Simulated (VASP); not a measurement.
Wanted: the native input for a VASP 6.6.1 run.

```yaml
Task: single point
Functional: r2SCAN
Potentials_or_basis: VASP PAW PBE potentials, release 64 (Hf_pv, C)
Cutoff: 520 eV
k_mesh: 9 × 9 × 5
Occupations: fermi-dirac, width 0.05 eV
Spin: no spin polarisation
Dipole_correction: no
Further_INCAR_settings: ALGO = Normal; EDIFF = 1e-07; NBANDS = 22
```

HfC:

```
CELL_PARAMETERS angstrom
3.34287 0.00000 0.00000
-1.67143 2.89501 0.00000
0.00000 0.00000 5.20271
ATOMIC_POSITIONS crystal
Hf 0.33333 0.66667 0.25000
Hf 0.66667 0.33333 0.75000
C 0.00000 0.00000 0.50000
C 0.00000 0.00000 0.00000
```

These files were run (other wordings do the same):

POSCAR

```
HfC
1.0
    3.3428660531      0.0000000000      0.0000000000
   -1.6714330265      2.8950069234      0.0000000000
    0.0000000000      0.0000000000      5.2027140000
Hf C
2 2
Direct
    0.3333333333      0.6666666667      0.2500000000
    0.6666666667      0.3333333333      0.7500000000
    0.0000000000      0.0000000000      0.5000000000
    0.0000000000      0.0000000000      0.0000000000
```

INCAR.step1

```
SYSTEM = HfC
PREC = Accurate
ENCUT = 520
ISMEAR = -1
SIGMA = 0.05
LREAL = .False.
LASPH = .True.
NELM = 60
NBANDS = 22
GGA = PE
ALGO = Normal
EDIFF = 1E-4
LWAVE = .True.
LCHARG = .False.
```

INCAR.step2

```
SYSTEM = HfC
PREC = Accurate
ENCUT = 520
EDIFF = 1E-7
ISMEAR = -1
SIGMA = 0.05
LREAL = .False.
LASPH = .True.
NELM = 60
ALGO = Normal
ISIF = 2
LWAVE = .False.
LCHARG = .False.
METAGGA = R2SCAN
LMIXTAU = .True.
NBANDS = 22
ISTART = 1
```

KPOINTS

```
Automatic mesh
0
Gamma
  9 9 5
  0 0 0
```

Potentials or basis: VASP PAW PBE potentials, release 64 (Hf_pv, C).

Launch:

```console
$ cat potpaw_PBE.64/Hf_pv/POTCAR potpaw_PBE.64/C/POTCAR > POTCAR
$ cp INCAR.step1 INCAR
$ mpirun -np 1 vasp_std > vasp.out
$ cp INCAR.step2 INCAR
$ mpirun -np 1 vasp_std > vasp.out
```

Results of the run:

```
Pressure               : -3.8 GPa
Band gap on the k mesh : zero (band 14 reaches 7.66 eV, above the bottom of band 15 at 6.35 eV)
```

Caveat: the PAW data sets were made with another functional, which shifts forces and pressure a little; spin-orbit coupling is left out, which moves the levels of the heavy elements.

Wall time 3.2 min on 1 thread of Intel(R) Xeon(R) Platinum 8375C CPU @ 2.90GHz (Ice Lake) (shared host), peak memory 0.19 GiB.
